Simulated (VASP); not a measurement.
# KAlPb3 (Pm-3m) in VASP: notebook, part 3 of 3

VASP 6.6.1.

### 5 Relaxation of cell and atoms, PBE

Contents of INCAR:

```
SYSTEM = KAlPb3
PREC = Accurate ; ENCUT = 500
EDIFF = 1E-7 ; ISMEAR = 0
SIGMA = 0.1 ; LREAL = .FALSE.
LASPH = .TRUE. ; NELM = 120
ALGO = Normal ; ISIF = 3
LWAVE = .FALSE. ; LCHARG = .FALSE.
GGA = PE ; IBRION = 2
NSW = 90 ; EDIFFG = -0.04
GGA_COMPAT = .FALSE. ; NELMIN = 4
```

Contents of KPOINTS:

```
Automatic mesh
0
G
  4 4 4
  0 0 0
```

Contents of POSCAR:

```
KAlPb3
1.0
    5.1515277535      0.0000000000      0.0000000000
    0.0000000000      5.1515277535      0.0000000000
    0.0000000000      0.0000000000      5.1515277535
K Al Pb
1 1 3
Direct
    0.5000000000      0.5000000000      0.5000000000
    0.0000000000      0.0000000000      0.0000000000
    0.0000000000      0.5000000000      0.5000000000
    0.5000000000      0.0000000000      0.5000000000
    0.5000000000      0.5000000000      0.0000000000
```

Launch:

```bash
$ cat potpaw_PBE.64/K_sv/POTCAR potpaw_PBE.64/Al/POTCAR potpaw_PBE.64/Pb_d/POTCAR > POTCAR
$ mpirun -np 1 vasp_std > vasp.out
```

It took 3.6 min on 1 thread of Intel Xeon 8259CL, shared host; peak memory 0.27 GiB.

Results (log left out):

```yaml
Free_energy: -10.0708 eV
Relaxed_volume: 42.37 Å³/atom
Relaxed_cell: a = 5.961 Å, b = 5.961 Å, c = 5.961 Å, α = 90.00°, β = 90.00°, γ = 90.00°
Space_group_after_relaxing_to_0.1_Å: Pm-3m (No. 221)
Energy_gained_by_relaxing: 577.4 meV/atom
Ionic_steps: 4
Pressure_after_relaxing: 0.0 GPa
Band_gap_on_the_k_mesh: zero (bands 27 and 28 overlap by 1.59 eV)
```

The path:
```csv
step,energy change (eV),largest force (eV/Å),pressure (GPa),volume (Å³)
1,0.0000,0.0000,18.28,136.71
2,-2.8840,0.0000,0.29,208.20
3,-2.8852,0.0000,-0.22,214.64
4,-2.8871,0.0000,-0.01,211.83
```

Final structure:
```xyz
5
Lattice="5.9611 0.0000 0.0000 0.0000 5.9611 0.0000 0.0000 0.0000 5.9611" Properties=species:S:1:pos:R:3 pbc="T T T"
K     2.9806    2.9806    2.9806
Al    0.0000    0.0000    0.0000
Pb    0.0000    2.9806    2.9806
Pb    2.9806    0.0000    2.9806
Pb    2.9806    2.9806    0.0000
```

Levels at points of the mesh, in eV from the Fermi level:
| k point | band 24 | band 25 | band 26 | band 27 | band 28 | band 29 | band 30 | band 31 |
| --- | --- | --- | --- | --- | --- | --- | --- | --- |
| (0.00, 0.00, 0.00) | -1.26 | -1.26 | -1.26 | 1.33 | 1.33 | 1.33 | 1.93 | 1.93 |
| (0.50, 0.00, 0.00) | -0.40 | -0.40 | -0.34 | -0.34 | -0.26 | 0.53 | 0.93 | 1.39 |
| (0.50, 0.50, 0.00) | -1.19 | -0.58 | -0.45 | -0.45 | 0.13 | 0.13 | 0.73 | 0.85 |
| (0.50, 0.50, 0.50) | -2.13 | -1.96 | -1.96 | -1.96 | 0.88 | 0.88 | 3.20 | 3.20 |

Caveat: the volume moved by over 15 % at a fixed basis, so the end points are rough; spin-orbit coupling is left out, which moves the levels of the heavy elements.

### 6 Relaxation of cell and atoms, PBE

This run uses another cell than the first one, of 42.05 Å³/atom.

Contents of INCAR:

```
PREC = Accurate
ENCUT = 500
EDIFF = 1E-7
ISMEAR = 0
SIGMA = 0.1
LREAL = False
LASPH = True
NELM = 120
ALGO = Normal
ISIF = 3
LWAVE = False
LCHARG = False
GGA = PE
IBRION = 2
NSW = 100
EDIFFG = -0.01
GGA_COMPAT = False
NELMIN = 4
```

Contents of KPOINTS:

```
regular mesh
0
Gamma
  6 6 6
```

POSCAR, as its differences from that of step 5:

```diff
@@ -2,5 +2,5 @@
 1.0
-    5.1515277535      0.0000000000      0.0000000000
-    0.0000000000      5.1515277535      0.0000000000
-    0.0000000000      0.0000000000      5.1515277535
+    5.9463362391      0.0000000000      0.0000000000
+    0.0000000000      5.9463362391      0.0000000000
+    0.0000000000      0.0000000000      5.9463362391
 K Al Pb
```

Potentials or basis: VASP PAW PBE potentials, release 64 (K_sv, Al, Pb_d).

Launch:

```bash
$ cat potpaw_PBE.64/K_sv/POTCAR potpaw_PBE.64/Al/POTCAR potpaw_PBE.64/Pb_d/POTCAR > POTCAR
$ mpirun -np 1 vasp_std > vasp.out
```

It took 6.6 min on 1 thread of Intel Xeon 8259CL, shared host; peak memory 0.41 GiB.

Results (log left out):

- Free energy: -10.0571 eV
- Relaxed volume: 43.40 Å³/atom
- Relaxed cell: a = 6.009 Å, b = 6.009 Å, c = 6.009 Å, α = 90.00°, β = 90.00°, γ = 90.00°
- Space group after relaxing (to 0.1 Å): Pm-3m (No. 221)
- Energy gained by relaxing: 1.9 meV/atom
- Ionic steps: 3
- Pressure after relaxing: 0.0 GPa
- Band gap on the k mesh: zero (bands 27 and 28 overlap by 1.56 eV)

The path:
```tsv
step	energy change (eV)	largest force (eV/Å)	pressure (GPa)	volume (Å³)
1	0.0000	0.0000	0.47	210.26
2	-0.0078	0.0000	0.19	214.02
3	-0.0095	0.0000	-0.01	216.99
```

Final structure:
```cif
data_structure
_symmetry_space_group_name_H-M 'P 1'
_symmetry_Int_Tables_number 1
_cell_length_a 6.0091
_cell_length_b 6.0091
_cell_length_c 6.0091
_cell_angle_alpha 90.000
_cell_angle_beta 90.000
_cell_angle_gamma 90.000
_cell_volume 216.99
loop_
_atom_site_label
_atom_site_type_symbol
_atom_site_fract_x
_atom_site_fract_y
_atom_site_fract_z
_atom_site_occupancy
K1 K 0.50000 0.50000 0.50000 1
Al1 Al 0.00000 0.00000 0.00000 1
Pb1 Pb 0.00000 0.50000 0.50000 1
Pb2 Pb 0.50000 0.00000 0.50000 1
Pb3 Pb 0.50000 0.50000 0.00000 1
```

Levels at points of the mesh, in eV from the Fermi level:
```
           k point  band 25  band 26  band 27  band 28  band 29  band 30
(0.00, 0.00, 0.00)    -1.29    -1.29     1.24     1.24     1.24     1.82
(0.50, 0.00, 0.00)    -0.46    -0.38    -0.38    -0.32     0.47     0.81
(0.50, 0.50, 0.00)    -0.65    -0.50    -0.50     0.09     0.09     0.63
(0.50, 0.50, 0.50)    -1.96    -1.96    -1.96     0.82     0.82     2.89
```

Caveat: spin-orbit coupling is left out, which moves the levels of the heavy elements.

### 7 Overview

```tsv
task	cell	k mesh	gap on the mesh (eV)	pressure (GPa)	relaxed volume (Å³/atom)
single point	a = 5.152 Å, 5 atoms	4 × 4 × 4	none	18.3	-
single point	a = 5.946 Å, 5 atoms	4 × 4 × 4	none	0.2	-
single point	a = 6.005 Å, 5 atoms	6 × 6 × 6	none	0.0	-
relaxation of cell and atoms	relaxed from a = 5.152 Å, 5 atoms	4 × 4 × 4	none	0.0	42.37
relaxation of cell and atoms	relaxed from a = 5.946 Å, 5 atoms	6 × 6 × 6	none	0.0	43.40
```

Alike in all rows: level PBE; potentials or basis VASP PAW PBE potentials, release 64 (K_sv, Al, Pb_d); no spin polarisation; cutoff (eV) 500; smearing gaussian 0.1 eV.

Caveats: spin-orbit coupling is left out, which moves the levels of the heavy elements; the cell stands under pressure (at least some runs); the volume moved by over 15 % at a fixed basis, so the end points are rough (at least some runs).

Absolute energies hang on the potentials; compare differences alone.
